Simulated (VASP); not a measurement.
Input of a VASP 6.6.1 run:

File INCAR:

```
  PREC = Accurate
  ENCUT = 520
  EDIFF = 1E-7
  ISMEAR = 0
  SIGMA = 0.1
  LREAL = F
  LASPH = T
  NELM = 80
  ALGO = Normal
  ISIF = 2
  LWAVE = F
  LCHARG = F
  GGA = PE
  NBANDS = 24
```

KPOINTS

```
regular mesh
0
Gamma
  8 8 8
```

File POSCAR:

```
NaAl2O3
1.0
    2.6300152748     -4.5767388165      0.2552750085
    2.6300152748      4.5767388165      0.2552750085
   -0.3232780598      0.0000000000      3.3208524799
Na Al O
1 2 3
Direct
    0.6045078030      0.6045078030      0.3090771595
    0.9378411369      0.2711744644      0.8090768148
    0.2711744644      0.9378411369      0.8090768148
    0.6045084381      0.2601068674      0.8091011727
    0.2601068674      0.6045084381      0.8091011727
    0.9489098700      0.9489098700      0.8090288958
```

Potentials or basis: VASP PAW PBE potentials, release 64 (Na_pv, Al, O).

The run is started by

```bash
$ cat potpaw_PBE.64/Na_pv/POTCAR potpaw_PBE.64/Al/POTCAR potpaw_PBE.64/O/POTCAR > POTCAR
$ mpirun -np 1 vasp_std > vasp.out
```

Problem. What does it give for the band gap on the k mesh?

Solution. Zero (an odd number of electrons rules out a gap without spin polarisation).

Problem. Estimate the pressure.

Solution. 5.7 GPa.

Problem. Predict the largest force.

Solution. 0.015 eV/Å.

Stress tensor (GPa, compression positive):
```
5.80 0.00 0.04
0.00 5.80 0.00
0.04 0.00 5.40
```

Caveat: the cell stands under pressure; an odd number of electrons without spin polarisation forces a metal; a magnetic or distorted state may lie lower.
